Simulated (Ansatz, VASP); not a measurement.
Ge in VASP and in Ansatz

```
CELL_PARAMETERS angstrom
0.00000 2.82891 2.82891
2.82891 0.00000 2.82891
2.82891 2.82891 0.00000
ATOMIC_POSITIONS crystal
Ge 0.75000 0.75000 0.75000
Ge 0.50000 0.50000 0.50000
```

Alike in both runs: functional revPBE; k mesh 8 × 8 × 8; occupations fermi-dirac, width 0.05 eV; no spin polarisation.

|  | VASP | Ansatz |
| --- | --- | --- |
| version | VASP 6.6.1 | Ansatz 0.2.0 |
| potentials or method | VASP PAW PBE potentials, release 64 (Ge_d), cutoff 520 eV | all-electron LAPW, scalar-relativistic |
| task | single point | band structure |

```tsv
	VASP	Ansatz	Ansatz less VASP
gap on the k mesh at the Fermi level (eV)	0.12	0.12	-0.002
least direct gap on the mesh (eV)	0.12	0.12	-0.002
pressure (GPa)	4.7	4.9	+0.16
```

VASP's potentials were made for PBE, not for revPBE. Ansatz ran all-electron here, and VASP with PAW potentials.
